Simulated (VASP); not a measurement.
# PbSe2I2 (Fmmm) in VASP: further runs

PbSe2I2 is run at these levels: PBE; tasks: single point.

Everything below comes from runs of VASP 6.6.1. Logs are shortened: lines on timing, memory, paths and dates and some standing lists are left out, and cuts for length are marked.

## (1) The cell of the first run

Symmetry: Fmmm, No. 69, orthorhombic system. Conventional cell: a = 7.466 Å, b = 7.497 Å, c = 11.858 Å, α = 90.00°, β = 90.00°, γ = 90.00°. Within 5.3 Å of Pb (site symmetry mmm) lie 8 I at 3.97 Å and 10 Se at 4.00 to 4.49 Å and 4 Pb at 5.29 Å. Se (site symmetry mm2) has 1 Se at 2.88 Å and 4 I at 3.05 Å within 3.8 Å. Within 4.0 Å of I (site symmetry 222) lie 4 Se at 3.05 Å and 4 I at 3.73 to 3.75 Å and 4 Pb at 3.97 Å.

## (2) Single point, PBE

INCAR

```
SYSTEM = PbSe2I2
  PREC = Accurate
  ENCUT = 520
  EDIFF = 1E-6
  ISMEAR = 0
  SIGMA = 0.1
  LREAL = .FALSE.
  LASPH = .TRUE.
  NELM = 80
  ALGO = Normal
  ISIF = 2
  LWAVE = .FALSE.
  LCHARG = .FALSE.
  GGA = PE
  NBANDS = 28
```

KPOINTS

```
Automatic mesh
0
G
  4 4 4
  0 0 0
```

POSCAR

```
PbSe2I2
1.0
    0.0000000000      3.7484226900      5.9290537800
    3.7332491600      0.0000000000      5.9290537800
    3.7332491600      3.7484226900      0.0000000000
Pb Se I
1 2 2
Direct
    0.0000000000      0.0000000000      0.0000000000
    0.6213340500      0.6213340500      0.3786659500
    0.3786659500      0.3786659500      0.6213340500
    0.2500000000      0.2500000000      0.2500000000
    0.7500000000      0.7500000000      0.7500000000
```

Potentials or basis: VASP PAW PBE potentials, release 64 (Pb_d, Se, I).

Command:

```console
> cat potpaw_PBE.64/Pb_d/POTCAR potpaw_PBE.64/Se/POTCAR potpaw_PBE.64/I/POTCAR > POTCAR
> mpirun -np 1 vasp_std > vasp.out
```

OUTCAR:

```text
SYSTEM = PbSe2I2
   PREC = Accurate
   ENCUT = 520
   EDIFF = 1E-6
   ISMEAR = 0
   LREAL = .FALSE.
   LASPH = .TRUE.
   NELM = 80
   ISIF = 2
   GGA = PE

 ion  position               nearest neighbor table
   1  0.000  0.000  0.000-
   2  0.621  0.621  0.379-   4 3.05   4 3.05   5 3.05   5 3.05
   3  0.379  0.379  0.621-   5 3.05   5 3.05   4 3.05   4 3.05
   4  0.250  0.250  0.250-   2 3.05   2 3.05   3 3.05   3 3.05
   5  0.750  0.750  0.750-   3 3.05   3 3.05   2 3.05   2 3.05

  LATTYP: Found a face centered orthorhombic cell.
 ALAT       =     7.4664983200
 B/A-ratio  =     1.0040644300
 C/A-ratio  =     1.5881752130

  Lattice vectors:

 A1 = (   0.0000000000,   3.7484226900,   5.9290537800)
 A2 = (   3.7332491600,   0.0000000000,   5.9290537800)
 A3 = (   3.7332491600,   3.7484226900,   0.0000000000)

Analysis of symmetry for initial positions (statically):
=====================================================================
 Subroutine PRICEL returns:
 Original cell was already a primitive cell.

 Routine SETGRP: Setting up the symmetry group for a
 face centered orthorhombic supercell.

 Subroutine GETGRP returns: Found  8 space group operations
 (whereof  8 operations were pure point group operations)
 out of a pool of  8 trial point group operations.

The static configuration has the point symmetry D_2h.

Analysis of symmetry for dynamics (positions and initial velocities):
=====================================================================
 Subroutine PRICEL returns:
 Original cell was already a primitive cell.

 Routine SETGRP: Setting up the symmetry group for a
 face centered orthorhombic supercell.

 Subroutine GETGRP returns: Found  8 space group operations
 (whereof  8 operations were pure point group operations)
 out of a pool of  8 trial point group operations.

The dynamic configuration has the point symmetry D_2h.

 Subroutine INISYM returns: Found  8 space group operations
 (whereof  8 operations are pure point group operations),
 and found     1 'primitive' translations

----------------------------------------------------------------------------------------

                                     Primitive cell

  volume of cell :     165.9399

  direct lattice vectors                    reciprocal lattice vectors
     0.000000000  3.748422690  5.929053780    -0.133931591  0.133389439  0.084330488
     3.733249160  0.000000000  5.929053780     0.133931591 -0.133389439  0.084330488
     3.733249160  3.748422690  0.000000000     0.133931591  0.133389439 -0.084330488

  length of vectors
     7.014581341  7.006484712  5.290351780     0.206983199  0.206983199  0.206983199

  position of ions in fractional coordinates (direct lattice)
     0.000000000  0.000000000  0.000000000
     0.621334050  0.621334050  0.378665950
     0.378665950  0.378665950  0.621334050
     0.250000000  0.250000000  0.250000000
     0.750000000  0.750000000  0.750000000

  ion indices of the primitive-cell ions
   primitive index   ion index
                 1           1
                 2           2
                 3           3
                 4           4
                 5           5

----------------------------------------------------------------------------------------

 KPOINTS: Automatic mesh

Automatic generation of k-mesh.
 Grid dimensions read from file:
 generate k-points for:    4    4    4

 Generating k-lattice:

  Cartesian coordinates                     Fractional coordinates (reciprocal lattice)
    -0.033482898  0.033347360  0.021082622     0.250000000  0.000000000  0.000000000
     0.033482898 -0.033347360  0.021082622    -0.000000000  0.250000000 -0.000000000
     0.033482898  0.033347360 -0.021082622     0.000000000  0.000000000  0.250000000

  Length of vectors
     0.051745800  0.051745800  0.051745800

  Shift w.r.t. Gamma in fractional coordinates (k-lattice)
     0.000000000  0.000000000  0.000000000

 Subroutine IBZKPT returns following result:
 ===========================================

 Found     18 irreducible k-points:

 Following reciprocal coordinates:
            Coordinates               Weight
  0.000000  0.000000  0.000000      1.000000
  0.250000  0.000000  0.000000      8.000000
  0.500000  0.000000  0.000000      4.000000
  0.250000  0.250000  0.000000      2.000000
  0.500000  0.250000  0.000000      8.000000
 -0.250000  0.250000  0.000000      4.000000
[... 10 lines left out ...]
 -0.250000  0.250000  0.500000      2.000000
  0.000000  0.500000  0.500000      1.000000
   k-points           NKPTS =     18   k-points in BZ     NKDIM =     18   number of bands    NBANDS=     28
   number of dos      NEDOS =    301   number of ions     NIONS =      5
   total plane-waves  NPLWV = 116640
   dimension x,y,z NGX =    54 NGY =   54 NGZ =   40
   dimension x,y,z NGXF=   108 NGYF=  108 NGZF=   80
   ions per type =               1   2   2
   NGX,Y,Z   is equivalent  to a cutoff of  12.80, 12.81, 12.57 a.u.
   NGXF,Y,Z  is equivalent  to a cutoff of  25.60, 25.63, 25.14 a.u.
 SYSTEM =  PbSe2I2
   PREC   = accura    normal or accurate (medium, high low for compatibility)
   ISTART =      0    job   : 0-new  1-cont  2-samecut
   ICHARG =      2    charge: 1-file 2-atom 10-const
   ISPIN  =      1    spin polarized calculation?
   LNONCOLLINEAR =      F non collinear calculations
   LSORBIT =      F    spin-orbit coupling
   LASPH  =      T    aspherical Exc in radial PAW
   ENCUT  =  520.0 eV  38.22 Ry    6.18 a.u.  13.04 13.03  9.84*2*pi/ulx,y,z
   NELM   =     80;   NELMIN=  2; NELMDL= -5     # of ELM steps
   EDIFF  = 0.1E-05   stopping-criterion for ELM
   LREAL  =      F    real-space projection
   EDIFFG = 0.1E-04   stopping-criterion for IOM
   NSW    =      0    number of steps for IOM
   IBRION =     -1    ionic relax: 0-MD 1-quasi-New 2-CG
   NFREE  =      0    steps in history (QN), initial steepest desc. (CG)
   ISIF   =      2    stress and relaxation
   ISYM   =      2    0-nonsym 1-usesym 2-fastsym
   POTIM  = 0.5000    time-step for ionic-motion
   TEBEG  =    0.0;   TEEND  =   0.0 temperature during run
   PSTRESS=    0.0 pullay stress
   NELECT =      40.0000    total number of electrons
   NUPDOWN=      -1.0000    fix difference up-down
   EMIN   =  10.00;   EMAX   =-10.00  energy-range for DOS
   EFERMI =   0.00;   METHOD = LEGACY
   ISMEAR =     0;   SIGMA  =   0.10  broadening in eV -4-tet -1-fermi 0-gaus
   EFERMI_NEDOS =   21; number of points for ismear=-14 and -15
   IALGO  =     38    algorithm
   IMIX   =      4    mixing-type and parameters
     AMIX     =   0.40;   BMIX     =  1.00
     AMIX_MAG =   1.60;   BMIX_MAG =  1.00
  volume/ion in A,a.u.               =      33.19       223.96
  Fermi-wavevector in a.u.,A,eV,Ry     =   1.018852  1.925351 14.123661  1.038060
  Thomas-Fermi vector in A             =   2.152333
   LORBIT       =      0    0 simple, 1 ext, 2 COOP (PROOUT), +10 PAW based schemes
   GGA     = PE    functional components
   LHFCALC =     F    Hartree Fock is set to
   AEXX    =    0.0000 exact exchange contribution
   IVDW    =     0    specifies the selected vdW correction
   LEPSILON=     F    determine dielectric tensor
   LRPA    =     F    only Hartree local field effects (RPA)
 non-spin polarized calculation
 Gauss-broadening in eV      SIGMA  =   0.10
  energy-cutoff  :      520.00
  volume of cell :      165.94
 maximum number of plane-waves:      4494
 NGX is ok and might be reduce to    54
   NGX = 27   NGY = 27   NGZ = 19

 number of electron      40.0000001 magnetization

 Free energy of the ion-electron system (eV)
  ---------------------------------------------------
  ext. energy  EPLUGINS =         0.00000000
  ---------------------------------------------------
  free energy    TOTEN  =       -10.80365315 eV

  energy without entropy =      -10.77946062  energy(sigma->0) =      -10.79155689

 E-fermi :   4.5258     XC(G=0):  -8.9428

 val. band max:        4.5154828360   @ k =   0.5000   0.2500   0.0000
 cond. band min:       4.5274551343   @ k =   0.5000   0.5000   0.0000
 fundamental gap:      0.0119722983
 Fermi energy:         4.5257972723

 k-point     1 :       0.0000    0.0000    0.0000
  band No.  band energies     occupation
      1     -13.6112      2.00000
      2     -13.6055      2.00000
      3     -13.6053      2.00000
      4     -13.6040      2.00000
      5     -13.6012      2.00000
      6     -10.1496      2.00000
[... 20 lines left out ...]
     27       9.5582      0.00000
     28      10.8899      0.00000

 k-point     2 :       0.2500    0.0000    0.0000
  band No.  band energies     occupation
      1     -13.6103      2.00000
      2     -13.6059      2.00000
      3     -13.6050      2.00000
      4     -13.6042      2.00000
      5     -13.6016      2.00000
      6      -9.9047      2.00000
[... 20 lines left out ...]
     27      10.1370      0.00000
     28      10.9040      0.00000

 k-point     3 :       0.5000    0.0000    0.0000
  band No.  band energies     occupation
      1     -13.6095      2.00000
      2     -13.6066      2.00000
      3     -13.6044      2.00000
      4     -13.6042      2.00000
      5     -13.6019      2.00000
      6      -9.3565      2.00000
[... 20 lines left out ...]
     27      10.8486      0.00000
     28      11.0158      0.00000

 k-point     4 :       0.2500    0.2500    0.0000
  band No.  band energies     occupation
      1     -13.6113      2.00000
      2     -13.6053      2.00000
      3     -13.6053      2.00000
      4     -13.6040      2.00000
      5     -13.6012      2.00000
      6     -10.0438      2.00000
[... 392 lines left out ...]
     27      10.3770      0.00000
     28      11.0717      0.00000

 k-point    17 :      -0.2500    0.2500    0.5000
  band No.  band energies     occupation
      1     -13.6071      2.00000
      2     -13.6066      2.00000
      3     -13.6053      2.00000
      4     -13.6045      2.00000
      5     -13.6029      2.00000
      6      -8.7177      2.00000
[... 20 lines left out ...]
     27      10.6837      0.00000
     28      10.6906      0.00000

 k-point    18 :       0.0000    0.5000    0.5000
  band No.  band energies     occupation
      1     -13.6071      2.00000
      2     -13.6071      2.00000
      3     -13.6048      2.00000
      4     -13.6044      2.00000
      5     -13.6031      2.00000
      6      -8.7171      2.00000
[... 20 lines left out ...]
     27      10.3683      0.00000
     28      11.0719      0.00000

------------------------ aborting loop because EDIFF is reached ----------------------------------------

  FORCE on cell =-STRESS in cart. coord.  units (eV):
  Direction    XX          YY          ZZ          XY          YZ          ZX
  --------------------------------------------------------------------------------------
  -------------------------------------------------------------------------------------
  Total        2.8162137      2.7882579     -4.0857571      0.0000000      0.0000000      0.0000000
  in kB       27.1910060     26.9210883    -39.4486555      0.0000000      0.0000000      0.0000000
  external PRESSURE =       4.8878129 kB  Pullay stress =       0.0000000 kB

 VOLUME and BASIS-vectors are now :
 -----------------------------------------------------------------------------
  energy-cutoff  :      520.00
  volume of cell :      165.94
      direct lattice vectors                 reciprocal lattice vectors
     0.000000000  3.748422690  5.929053780    -0.133931591  0.133389439  0.084330488
     3.733249160  0.000000000  5.929053780     0.133931591 -0.133389439  0.084330488
     3.733249160  3.748422690  0.000000000     0.133931591  0.133389439 -0.084330488

 POSITION                                       TOTAL-FORCE (eV/Angst)
 -----------------------------------------------------------------------------------
      0.00000      0.00000      0.00000        -0.000000     -0.000000     -0.000000
      3.73325      3.74842      7.36785        -0.000000     -0.000000     -2.180214
      3.73325      3.74842      4.49026        -0.000000     -0.000000      2.180214
      1.86662      1.87421      2.96453        -0.000000      0.000000     -0.000000
      5.59987      5.62263      8.89358         0.000000      0.000000     -0.000000
 -----------------------------------------------------------------------------------
    total drift:                               -0.000000      0.000000      0.000000

  FREE ENERGIE OF THE ION-ELECTRON SYSTEM (eV)
  ---------------------------------------------------
  free  energy   TOTEN  =       -10.8036531524 eV

  energy  without entropy=      -10.7794606193  energy(sigma->0) =      -10.79155689
```

Run time: 70 s. Hardware: 1 thread of Oxide Virtual Turin-like, shared host; peak memory 0.35 GiB.

Results:

| Item | Value |
| --- | --- |
| Free energy | -10.8037 eV |
| Pressure | 0.5 GPa |
| Largest force | 2.180 eV/Å |
| Band gap on the k mesh | zero (bands 20 and 21 overlap by 0.55 eV) |

Forces on the atoms (eV/Å):
```
Pb   0.000  0.000  0.000
Se   0.000  0.000 -2.180
Se   0.000  0.000  2.180
I    0.000  0.000  0.000
I    0.000  0.000  0.000
```

Levels at points of the mesh, in eV from the Fermi level:
```
           k point  band 17  band 18  band 19  band 20  band 21  band 22  band 23  band 24
(0.00, 0.00, 0.00)    -2.68    -1.18    -1.17    -0.72     0.75     0.78     2.03     2.05
(0.50, 0.00, 0.00)    -1.59    -0.75    -0.63    -0.31    -0.13     0.80     1.02     1.26
(0.50, 0.50, 0.00)    -2.35    -0.43    -0.43    -0.06     0.00     0.01     0.31     1.16
(0.50, 0.00, 0.50)    -1.14    -1.14    -1.07     0.08     0.38     0.68     0.95     0.98
(0.00, 0.50, 0.50)    -1.17    -1.13    -1.06     0.08     0.37     0.68     0.93     1.00
```

Caveat: the stress differs along the axes, from -4 to 3 GPa; spin-orbit coupling is left out, which moves the levels of the heavy elements; forces of over 1 eV/Å act on the atoms, so gaps and moduli don't describe the material at rest.

## (3) Single point, PBE

This run uses another cell than the first one, of 34.81 Å³/atom.

INCAR

```
ALGO = Fast
EDIFF = 1E-6
ENCUT = 520
GGA = PE
ISIF = 2
ISMEAR = 0
LASPH = T
LCHARG = T
LELF = T
LREAL = F
LVHAR = T
LWAVE = F
NBANDS = 28
NELM = 80
PREC = Accurate
SIGMA = 0.1
```

KPOINTS

```
k-points
0
Gamma
  4 4 4
```

POSCAR

```
PbSe2I2
1.0
    0.0000000000      4.5673121884      4.2031984971
    4.5327141719      0.0000000000      4.2031984971
    4.5327141719      4.5673121884      0.0000000000
Pb Se I
1 2 2
Direct
    0.0000000000      0.0000000000      0.0000000000
    0.6335360196      0.6335360196      0.3664639804
    0.3664639804      0.3664639804      0.6335360196
    0.2500000000      0.2500000000      0.2500000000
    0.7500000000      0.7500000000      0.7500000000
```

Potentials or basis: VASP PAW PBE potentials, release 64 (Pb_d, Se, I).

Command:

```console
> cat potpaw_PBE.64/Pb_d/POTCAR potpaw_PBE.64/Se/POTCAR potpaw_PBE.64/I/POTCAR > POTCAR
> mpirun -np 1 vasp_std > vasp.out
```

It took 1.7 min on 1 thread of Oxide Virtual Turin-like, shared host; peak memory 0.34 GiB.

It converged, with:

```yaml
Free_energy: -12.9441 eV
Pressure: 0.1 GPa
Largest_force: 0.014 eV/Å
Band_gap_on_the_k_mesh: zero (bands 20 and 21 overlap by 1.54 eV)
```

Forces in eV/Å, atoms in the order of the input:
```
Pb   0.000  0.000  0.000
Se   0.000  0.000  0.014
Se   0.000  0.000 -0.014
I    0.000  0.000  0.000
I    0.000  0.000  0.000
```

Stress tensor (GPa, compression positive):
```
0.00 0.00 0.00
0.00 0.01 0.00
0.00 0.00 0.26
```

Levels at points of the mesh, in eV from the Fermi level:
| k point | band 16 | band 17 | band 18 | band 19 | band 20 | band 21 | band 22 | band 23 | band 24 | band 25 |
| --- | --- | --- | --- | --- | --- | --- | --- | --- | --- | --- |
| (0.00, 0.00, 0.00) | -3.10 | -2.32 | -1.69 | -1.68 | -0.02 | 0.91 | 0.92 | 1.22 | 1.24 | 3.41 |
| (0.50, 0.00, 0.00) | -2.32 | -2.31 | -1.71 | -0.87 | -0.86 | 0.22 | 1.46 | 1.53 | 2.15 | 2.70 |
| (0.50, 0.50, 0.00) | -2.83 | -1.47 | -1.05 | -1.02 | -0.75 | 0.54 | 0.57 | 1.59 | 1.60 | 4.73 |
| (0.50, 0.00, 0.50) | -2.22 | -2.20 | -2.03 | -2.00 | -0.96 | -0.45 | -0.17 | 0.64 | 1.34 | 4.73 |
| (0.00, 0.50, 0.50) | -2.25 | -2.23 | -2.02 | -1.97 | -0.94 | -0.44 | -0.15 | 0.65 | 1.37 | 4.75 |

Caveat: spin-orbit coupling is left out, which moves the levels of the heavy elements.

The gap in the log of VASP goes by the Fermi energy; the results here count the filled bands.